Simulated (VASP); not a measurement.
# KF in VASP: a series of runs

The runs below take KF through electric field gradients, density of states, with LDA, PBEsol.

All numbers are computed with VASP 6.6.1; they aren't measurements. Logs are shortened: lines on timing, memory, paths and dates and some standing lists are left out, and cuts for length are marked.

## (1) The cell of the first run

The structure is cubic, space group Pm-3m (No. 221). The conventional cell has a = 3.302 Å, b = 3.302 Å, c = 3.302 Å, α = 90.00°, β = 90.00°, γ = 90.00°. Within 3.8 Å of K (site symmetry m-3m) lie 8 F at 2.86 Å and 6 K at 3.30 Å. F (site symmetry m-3m) has 8 K at 2.86 Å and 6 F at 3.30 Å within 3.8 Å.

## (2) Electric field gradients, LDA (volume scaled by 1.04)

The input, INCAR:

```
PREC = Accurate ; ENCUT = 520
EDIFF = 1E-8 ; ISMEAR = -1
SIGMA = 0.02 ; LREAL = False
LASPH = True ; NELM = 60
ALGO = Normal ; ISIF = 2
LWAVE = False ; LCHARG = False
GGA = CA ; LEFG = True
NBANDS = 15
```

The input, KPOINTS:

```
Automatic mesh
0
Gamma
  9 9 9
```

The input, POSCAR:

```
KF
1.0
    3.3018409049      0.0000000000      0.0000000000
    0.0000000000      3.3018409049      0.0000000000
    0.0000000000      0.0000000000      3.3018409049
K F
1 1
Direct
    0.0000000000      0.0000000000      0.0000000000
    0.5000000000      0.5000000000      0.5000000000
```

Potentials or basis: VASP PAW LDA potentials, release 64 (K_sv, F).

Started as:

```sh
cat potpaw_LDA.64/K_sv/POTCAR potpaw_LDA.64/F/POTCAR > POTCAR
mpirun -np 1 vasp_std > vasp.out
```

OUTCAR:

```text
PREC = Accurate
   ENCUT = 520
   EDIFF = 1E-8
   ISMEAR = -1
   LREAL = False
   LASPH = True
   NELM = 60
   ISIF = 2
   GGA = CA

 ion  position               nearest neighbor table
   1  0.000  0.000  0.000-
   2  0.500  0.500  0.500-

  LATTYP: Found a simple cubic cell.
 ALAT       =     3.3018409049

  Lattice vectors:

 A1 = (   3.3018409049,   0.0000000000,   0.0000000000)
 A2 = (   0.0000000000,   3.3018409049,   0.0000000000)
 A3 = (   0.0000000000,   0.0000000000,   3.3018409049)

Analysis of symmetry for initial positions (statically):
=====================================================================
 Subroutine PRICEL returns:
 Original cell was already a primitive cell.

 Routine SETGRP: Setting up the symmetry group for a
 simple cubic supercell.

 Subroutine GETGRP returns: Found 48 space group operations
 (whereof 48 operations were pure point group operations)
 out of a pool of 48 trial point group operations.

The static configuration has the point symmetry O_h .

Analysis of symmetry for dynamics (positions and initial velocities):
=====================================================================
 Subroutine PRICEL returns:
 Original cell was already a primitive cell.

 Routine SETGRP: Setting up the symmetry group for a
 simple cubic supercell.

 Subroutine GETGRP returns: Found 48 space group operations
 (whereof 48 operations were pure point group operations)
 out of a pool of 48 trial point group operations.

The dynamic configuration has the point symmetry O_h .

 Subroutine INISYM returns: Found 48 space group operations
 (whereof 48 operations are pure point group operations),
 and found     1 'primitive' translations

----------------------------------------------------------------------------------------

                                     Primitive cell

  volume of cell :      35.9972

  direct lattice vectors                    reciprocal lattice vectors
     3.301840905  0.000000000  0.000000000     0.302861352  0.000000000  0.000000000
     0.000000000  3.301840905  0.000000000     0.000000000  0.302861352  0.000000000
     0.000000000  0.000000000  3.301840905     0.000000000  0.000000000  0.302861352

  length of vectors
     3.301840905  3.301840905  3.301840905     0.302861352  0.302861352  0.302861352

  position of ions in fractional coordinates (direct lattice)
     0.000000000  0.000000000  0.000000000
     0.500000000  0.500000000  0.500000000

  ion indices of the primitive-cell ions
   primitive index   ion index
                 1           1
                 2           2

----------------------------------------------------------------------------------------

 KPOINTS: Automatic mesh

Automatic generation of k-mesh.
 Grid dimensions read from file:
 generate k-points for:    9    9    9

 Generating k-lattice:

  Cartesian coordinates                     Fractional coordinates (reciprocal lattice)
     0.033651261  0.000000000  0.000000000     0.111111111  0.000000000  0.000000000
     0.000000000  0.033651261  0.000000000     0.000000000  0.111111111  0.000000000
     0.000000000  0.000000000  0.033651261     0.000000000  0.000000000  0.111111111

  Length of vectors
     0.033651261  0.033651261  0.033651261

  Shift w.r.t. Gamma in fractional coordinates (k-lattice)
     0.000000000  0.000000000  0.000000000

 Subroutine IBZKPT returns following result:
 ===========================================

 Found     35 irreducible k-points:

 Following reciprocal coordinates:
            Coordinates               Weight
  0.000000  0.000000  0.000000      1.000000
  0.111111  0.000000  0.000000      6.000000
  0.222222  0.000000  0.000000      6.000000
  0.333333  0.000000  0.000000      6.000000
  0.444444  0.000000  0.000000      6.000000
  0.111111  0.111111  0.000000     12.000000
[... 16 lines left out ...]
  0.333333  0.333333  0.111111     24.000000
  0.444444  0.333333  0.111111     48.000000
 [... further k-points ...]
   k-points           NKPTS =     35   k-points in BZ     NKDIM =     35   number of bands    NBANDS=     15
   number of dos      NEDOS =    301   number of ions     NIONS =      2
   total plane-waves  NPLWV =  21952
   dimension x,y,z NGX =    28 NGY =   28 NGZ =   28
   dimension x,y,z NGXF=    56 NGYF=   56 NGZF=   56
   ions per type =               1   1
   NGX,Y,Z   is equivalent  to a cutoff of  14.10, 14.10, 14.10 a.u.
   NGXF,Y,Z  is equivalent  to a cutoff of  28.20, 28.20, 28.20 a.u.
 SYSTEM =  unknown system
   PREC   = accura    normal or accurate (medium, high low for compatibility)
   ISTART =      0    job   : 0-new  1-cont  2-samecut
   ICHARG =      2    charge: 1-file 2-atom 10-const
   ISPIN  =      1    spin polarized calculation?
   LNONCOLLINEAR =      F non collinear calculations
   LSORBIT =      F    spin-orbit coupling
   LASPH  =      T    aspherical Exc in radial PAW
   ENCUT  =  520.0 eV  38.22 Ry    6.18 a.u.   6.14  6.14  6.14*2*pi/ulx,y,z
   NELM   =     60;   NELMIN=  2; NELMDL= -5     # of ELM steps
   EDIFF  = 0.1E-07   stopping-criterion for ELM
   LREAL  =      F    real-space projection
   EDIFFG = 0.1E-06   stopping-criterion for IOM
   NSW    =      0    number of steps for IOM
   IBRION =     -1    ionic relax: 0-MD 1-quasi-New 2-CG
   NFREE  =      0    steps in history (QN), initial steepest desc. (CG)
   ISIF   =      2    stress and relaxation
   ISYM   =      2    0-nonsym 1-usesym 2-fastsym
   POTIM  = 0.5000    time-step for ionic-motion
   TEBEG  =    0.0;   TEEND  =   0.0 temperature during run
   PSTRESS=    0.0 pullay stress
   NELECT =      16.0000    total number of electrons
   NUPDOWN=      -1.0000    fix difference up-down
   EMIN   =  10.00;   EMAX   =-10.00  energy-range for DOS
   EFERMI =   0.00;   METHOD = LEGACY
   ISMEAR =    -1;   SIGMA  =   0.02  broadening in eV -4-tet -1-fermi 0-gaus
   EFERMI_NEDOS =   21; number of points for ismear=-14 and -15
   IALGO  =     38    algorithm
   IMIX   =      4    mixing-type and parameters
     AMIX     =   0.40;   BMIX     =  1.00
     AMIX_MAG =   1.60;   BMIX_MAG =  1.00
  volume/ion in A,a.u.               =      18.00       121.46
  Fermi-wavevector in a.u.,A,eV,Ry     =   1.249373  2.360972 21.237771  1.560932
  Thomas-Fermi vector in A             =   2.383416
   LORBIT       =      0    0 simple, 1 ext, 2 COOP (PROOUT), +10 PAW based schemes
   GGA     = CA    functional components
   LHFCALC =     F    Hartree Fock is set to
   AEXX    =    0.0000 exact exchange contribution
   IVDW    =     0    specifies the selected vdW correction
   LEPSILON=     F    determine dielectric tensor
   LRPA    =     F    only Hartree local field effects (RPA)
 non-spin polarized calculation
  energy-cutoff  :      520.00
  volume of cell :       36.00
 maximum number of plane-waves:       983
 NGX is ok and might be reduce to    28
   NGX = 13   NGY = 13   NGZ = 13

 number of electron      16.0000013 magnetization

 Free energy of the ion-electron system (eV)
  ---------------------------------------------------
  ext. energy  EPLUGINS =         0.00000000
  ---------------------------------------------------
  free energy    TOTEN  =        -8.81805938 eV

  energy without entropy =       -8.81805938  energy(sigma->0) =       -8.81805938

 E-fermi :  -2.1443     XC(G=0):  -9.5351

 val. band max:       -2.5880708639   @ k =   0.4444   0.4444   0.0000
 cond. band min:       3.0754873255   @ k =   0.0000   0.0000   0.0000
 fundamental gap:      5.6635581894
 Fermi energy:        -2.1442714076

 k-point     1 :       0.0000    0.0000    0.0000
  band No.  band energies     occupation
      1     -29.1784      2.00000
      2     -21.0116      2.00000
      3     -12.4706      2.00000
      4     -12.4706      2.00000
      5     -12.4706      2.00000
      6      -2.6358      2.00000
      7      -2.6358      2.00000
      8      -2.6358      2.00000
      9       3.0755      0.00000
     10       5.4510      0.00000
     11       5.4510      0.00000
     12      11.0265      0.00000
     13      11.0265      0.00000
     14      11.0265      0.00000
     15      17.3603      0.00000
[... 397 lines left out ...]
 k-point    24 :       0.4444    0.3333    0.1111
  band No.  band energies     occupation
      1     -28.9817      2.00000
      2     -20.9429      2.00000
      3     -13.1547      2.00000
      4     -12.9946      2.00000
      5     -12.4058      2.00000
      6      -3.3409      2.00000
      7      -3.1358      2.00000
      8      -2.7237      2.00000
      9       6.1597      0.00000
     10       6.5125      0.00000
     11       8.7879      0.00000
     12       8.9673      0.00000
     13       9.3510      0.00000
     14      10.5219      0.00000
     15      13.5874      0.00000

 [... further k-points ...]
[... 5 lines left out ...]
  --------------------------------------------------------------------------------------
  -------------------------------------------------------------------------------------
  Total       -1.4407718     -1.4407718     -1.4407718     -0.0000000     -0.0000000     -0.0000000
  in kB      -64.1264719    -64.1264719    -64.1264719     -0.0000000     -0.0000000     -0.0000000
  external PRESSURE =     -64.1264719 kB  Pullay stress =       0.0000000 kB

 VOLUME and BASIS-vectors are now :
 -----------------------------------------------------------------------------
  energy-cutoff  :      520.00
  volume of cell :       36.00
      direct lattice vectors                 reciprocal lattice vectors
     3.301840905  0.000000000  0.000000000     0.302861352  0.000000000  0.000000000
     0.000000000  3.301840905  0.000000000     0.000000000  0.302861352  0.000000000
     0.000000000  0.000000000  3.301840905     0.000000000  0.000000000  0.302861352

 POSITION                                       TOTAL-FORCE (eV/Angst)
 -----------------------------------------------------------------------------------
      0.00000      0.00000      0.00000         0.000000      0.000000      0.000000
      1.65092      1.65092      1.65092         0.000000      0.000000      0.000000
 -----------------------------------------------------------------------------------
    total drift:                                0.000000      0.000000      0.000000

  FREE ENERGIE OF THE ION-ELECTRON SYSTEM (eV)
  ---------------------------------------------------
  free  energy   TOTEN  =        -8.8180593842 eV

  energy  without entropy=       -8.8180593842  energy(sigma->0) =       -8.81805938

 Electric field gradients (V/A^2)
---------------------------------------------------------------------
 ion       V_xx      V_yy      V_zz      V_xy      V_xz      V_yz
---------------------------------------------------------------------
   1       0.000     0.000     0.000     0.000     0.000     0.000
   2       0.000     0.000    -0.000    -0.000    -0.000    -0.000
---------------------------------------------------------------------

 Electric field gradients after diagonalization (V/A^2)
 (convention: |V_zz| > |V_xx| > |V_yy|)
----------------------------------------------------------------------
 ion       V_xx      V_yy      V_zz     asymmetry (V_yy - V_xx)/ V_zz
----------------------------------------------------------------------
   1       0.000     0.000     0.000      -0.273
   2       0.000     0.000    -0.000       0.089
----------------------------------------------------------------------

           NMR quadrupolar parameters

 Cq : quadrupolar parameter    Cq=e*Q*V_zz/h
 eta: asymmetry parameters     (V_yy - V_xx)/ V_zz
 Q  : nuclear electric quadrupole moment in mb (millibarn)
----------------------------------------------------------------------
 ion       Cq(MHz)       eta       Q (mb)
----------------------------------------------------------------------
   1       0.000      -0.273       1.000
   2      -0.000       0.089       1.000
----------------------------------------------------------------------
```

Wall time 10 s (1 thread of Intel Xeon Platinum 8488C (Sapphire Rapids), shared host); peak memory 0.14 GiB.

What came out:

- Free energy: -8.8181 eV
- Pressure: -6.4 GPa
- Band gap on the k mesh: 5.66 eV, indirect (least direct gap 5.71 eV)

Levels at points of the mesh, in eV from the valence-band top:
| k point | band 5 | band 6 | band 7 | band 8 | band 9 | band 10 | band 11 | band 12 |
| --- | --- | --- | --- | --- | --- | --- | --- | --- |
| (0.00, 0.00, 0.00) | -9.88 | -0.05 | -0.05 | -0.05 | 5.66 | 8.04 | 8.04 | 13.61 |

Caveat: the cell differs from its parent crystal (volume scaled by 1.04); without QUAD_EFG the Cq values of the log hold for a quadrupole moment of 1 mb, not for the nuclei. A k mesh can miss the band edges.

## (3) Density of states, LDA

This run uses another cell than the first one, of 17.31 Å³/atom, 0.962 times its volume.

The input, POSCAR:

```
KF
1.0
    3.2589550000      0.0000000000      0.0000000000
    0.0000000000      3.2589550000      0.0000000000
    0.0000000000      0.0000000000      3.2589550000
K F
1 1
Direct
    0.0000000000      0.0000000000      0.0000000000
    0.5000000000      0.5000000000      0.5000000000
```

The input, INCAR.step1:

```
SYSTEM = KF
PREC = Accurate ; ENCUT = 520
EDIFF = 1E-6 ; ISMEAR = -1
SIGMA = 0.02 ; LREAL = .False.
LASPH = .True. ; NELM = 80
ALGO = Normal ; ISIF = 2
LWAVE = .False. ; LCHARG = .True.
NBANDS = 15
```

The input, KPOINTS.step1:

```
regular mesh
0
Gamma
  9 9 9
  0 0 0
```

The input, INCAR.step2:

```
SYSTEM = KF
PREC = Accurate ; ENCUT = 520
EDIFF = 1E-6 ; ISMEAR = -5
SIGMA = 0.02 ; LREAL = .False.
LASPH = .True. ; NELM = 80
ALGO = Normal ; ISIF = 2
LWAVE = .False. ; LCHARG = .False.
LORBIT = 11 ; NBANDS = 15
NEDOS = 1001 ; ICHARG = 11
```

The input, KPOINTS.step2:

```
regular mesh
0
Gamma
  14 14 14
  0 0 0
```

Potentials or basis: VASP PAW LDA potentials, release 64 (K_sv, F).

Started as:

```sh
cat potpaw_LDA.64/K_sv/POTCAR potpaw_LDA.64/F/POTCAR > POTCAR
cp INCAR.step1 INCAR
cp KPOINTS.step1 KPOINTS
mpirun -np 1 vasp_std > vasp.out
cp INCAR.step2 INCAR
cp KPOINTS.step2 KPOINTS
mpirun -np 1 vasp_std > vasp.out
```

It took 15 s on 1 thread of Intel Xeon Platinum 8488C (Sapphire Rapids), shared host; peak memory 0.16 GiB.

The run converged. Its results:

```
Valence electrons inside the program's atomic spheres : K 7.55; F 6.03
```

Levels at points of the mesh, in eV from the valence-band top:
| k point | band 4 | band 5 | band 6 | band 7 | band 8 | band 9 | band 10 | band 11 | band 12 | band 13 |
| --- | --- | --- | --- | --- | --- | --- | --- | --- | --- | --- |
| (0.00, 0.00, 0.00) | -9.76 | -9.76 | -0.05 | -0.05 | -0.05 | 5.91 | 8.08 | 8.08 | 13.85 | 13.85 |
| (0.50, 0.00, 0.00) | -9.64 | -9.64 | -1.28 | -0.17 | -0.17 | 9.09 | 9.12 | 10.54 | 12.35 | 12.35 |
| (0.50, 0.50, 0.00) | -10.58 | -9.55 | -0.63 | -0.63 | 0.00 | 8.25 | 8.73 | 11.78 | 11.78 | 13.86 |
| (0.50, 0.50, 0.50) | -10.36 | -10.36 | -1.08 | -1.08 | -1.08 | 10.27 | 10.27 | 10.27 | 14.79 | 14.79 |

## (4) Electric field gradients, PBEsol

This run uses another cell than the first one, of 17.31 Å³/atom, 0.962 times its volume.

The input, INCAR:

```
PREC = Accurate
ENCUT = 520
EDIFF = 1E-8
ISMEAR = -1
SIGMA = 0.02
LREAL = False
LASPH = True
NELM = 80
ALGO = Normal
ISIF = 2
LWAVE = False
LCHARG = False
GGA = PS
LEFG = True
NBANDS = 15
```

KPOINTS is that of step 2.

POSCAR is that of step 3.

Potentials or basis: VASP PAW PBE potentials, release 64 (K_sv, F).

Started as:

```sh
cat potpaw_PBE.64/K_sv/POTCAR potpaw_PBE.64/F/POTCAR > POTCAR
mpirun -np 1 vasp_std > vasp.out
```

OUTCAR:

```text
PREC = Accurate
   ENCUT = 520
   EDIFF = 1E-8
   ISMEAR = -1
   LREAL = False
   LASPH = True
   NELM = 80
   ISIF = 2
   GGA = PS

 ion  position               nearest neighbor table
   1  0.000  0.000  0.000-   2 2.82   2 2.82   2 2.82   2 2.82   2 2.82   2 2.82   2 2.82   2 2.82

   2  0.500  0.500  0.500-   1 2.82   1 2.82   1 2.82   1 2.82   1 2.82   1 2.82   1 2.82   1 2.82

  LATTYP: Found a simple cubic cell.
 ALAT       =     3.2589550000

  Lattice vectors:

[... 645 lines left out ...]
  ---------------------------------------------------
  free  energy   TOTEN  =        -8.3393105665 eV

  energy  without entropy=       -8.3393105665  energy(sigma->0) =       -8.33931057

 Electric field gradients (V/A^2)
---------------------------------------------------------------------
 ion       V_xx      V_yy      V_zz      V_xy      V_xz      V_yz
---------------------------------------------------------------------
   1       0.000     0.000     0.000    -0.000     0.000    -0.000
   2       0.000    -0.000     0.000     0.000     0.000     0.000
---------------------------------------------------------------------

 Electric field gradients after diagonalization (V/A^2)
 (convention: |V_zz| > |V_xx| > |V_yy|)
----------------------------------------------------------------------
 ion       V_xx      V_yy      V_zz     asymmetry (V_yy - V_xx)/ V_zz
----------------------------------------------------------------------
   1       0.000     0.000     0.000      -0.029
   2       0.000     0.000    -0.000       0.441
----------------------------------------------------------------------

           NMR quadrupolar parameters

 Cq : quadrupolar parameter    Cq=e*Q*V_zz/h
 eta: asymmetry parameters     (V_yy - V_xx)/ V_zz
 Q  : nuclear electric quadrupole moment in mb (millibarn)
----------------------------------------------------------------------
 ion       Cq(MHz)       eta       Q (mb)
----------------------------------------------------------------------
   1       0.000      -0.029       1.000
   2      -0.000       0.441       1.000
----------------------------------------------------------------------
```

OSZICAR:

```text
N       E                     dE             d eps       ncg     rms          rms(c)
DAV:   1     0.107709183926E+03    0.10771E+03   -0.81900E+03  1050   0.104E+03
DAV:   2    -0.529570803038E+01   -0.11300E+03   -0.10485E+03  1397   0.287E+02
DAV:   3    -0.932782451185E+01   -0.40321E+01   -0.40173E+01  1260   0.480E+01
DAV:   4    -0.942941119767E+01   -0.10159E+00   -0.10155E+00  1508   0.683E+00
DAV:   5    -0.943039853916E+01   -0.98734E-03   -0.98733E-03  1376   0.632E-01    0.550E+00
DAV:   6    -0.841764731435E+01    0.10128E+01   -0.23654E+00  1162   0.127E+01    0.379E+00
DAV:   7    -0.836563983526E+01    0.52007E-01   -0.66365E-02  1330   0.227E+00    0.206E+00
DAV:   8    -0.833851015596E+01    0.27130E-01   -0.44769E-02  1253   0.217E+00    0.298E-01
DAV:   9    -0.833915282028E+01   -0.64266E-03   -0.29641E-03  1254   0.521E-01    0.112E-01
DAV:  10    -0.833926733378E+01   -0.11451E-03   -0.30915E-04  1347   0.177E-01    0.946E-02
DAV:  11    -0.833931391060E+01   -0.46577E-04   -0.50048E-05  1190   0.731E-02    0.136E-02
DAV:  12    -0.833931079347E+01    0.31171E-05   -0.72407E-06  1348   0.317E-02    0.323E-03
DAV:  13    -0.833931057340E+01    0.22007E-06   -0.78979E-07  1253   0.865E-03    0.132E-03
DAV:  14    -0.833931056647E+01    0.69324E-08   -0.57314E-08  1365   0.240E-03
   1 F= -.83393106E+01 E0= -.83393106E+01  d E =-.280110E-11
```

Wall time 8.1 s (1 thread of AMD EPYC 9R45 (Zen 5), shared host); peak memory 0.11 GiB.

What came out:

- Free energy: -8.3393 eV
- Pressure: -2.5 GPa
- Band gap on the k mesh: 6.11 eV, indirect (least direct gap 6.15 eV)

Levels at points of the mesh, in eV from the valence-band top:
```csv
k point,band 5,band 6,band 7,band 8,band 9,band 10,band 11,band 12
"(0.00, 0.00, 0.00)",-9.91,-0.04,-0.04,-0.04,6.11,8.22,8.22,13.86
```

Caveat: without QUAD_EFG the Cq values of the log hold for a quadrupole moment of 1 mb, not for the nuclei; the PAW data sets were made with another functional, which shifts forces and pressure a little. As with any semilocal functional, this PBEsol gap is likely too small.

(Part 1 of 2 ends here.)
